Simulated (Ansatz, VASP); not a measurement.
**Ca: VASP beside Ansatz**

INCAR

```
  PREC = Accurate
  ENCUT = 520
  EDIFF = 1E-8
  ISMEAR = -1
  SIGMA = 0.05
  LREAL = False
  LASPH = True
  NELM = 100
  ALGO = Normal
  ISIF = 2
  LWAVE = False
  LCHARG = False
  GGA = PS
  LEFG = True
  NBANDS = 11
```

KPOINTS

```
Automatic mesh
0
Gamma
  11 11 11
```

POSCAR

```
Ca
1.0
    0.0000000000      2.8490021484      2.8490021484
    2.8490021484      0.0000000000      2.8490021484
    2.8490021484      2.8490021484      0.0000000000
Ca
1
Direct
    0.0000000000      0.0000000000      0.0000000000
```

Input for Ansatz:

```yaml
crystal:
  lattice:
    - [0.0, 2.8490021484, 2.8490021484]
    - [2.8490021484, 0.0, 2.8490021484]
    - [2.8490021484, 2.8490021484, 0.0]
  atoms:
    - { symbol: Ca, position: [0.0, 0.0, 0.0] }
kpoints:
  mp_grid: { grid: [11, 11, 11] }
scf:
  occupations: { method: fermi_dirac, width: 0.05 }
hamiltonian:
  xc: pbesol
  pseudopotentials: { kind: all_electron, datasets: crystal }
output:
  forces: true
  stress: true
  eigenvalues: true
  efg: { contact_densities: true }
```

Change from the starting cell: volume scaled by 1.06, crystal datasets.

Alike in both runs: task electric field gradients; functional PBEsol; k mesh 11 × 11 × 11; occupations fermi-dirac, width 0.05 eV; no spin polarisation.

```csv
,VASP,Ansatz
version,VASP 6.6.1,Ansatz 0.2.0
potentials or method,"VASP PAW PBE potentials, release 64 (Ca_sv), cutoff 520 eV","all-electron PAW with datasets made for the crystal, scalar-relativistic"
```

```tsv
	VASP	Ansatz	Ansatz less VASP
pressure (GPa)	-1.9	-1.9	-0.01
```

VASP's potentials were made for PBE, not for PBEsol. Ansatz ran all-electron here, and VASP with PAW potentials.
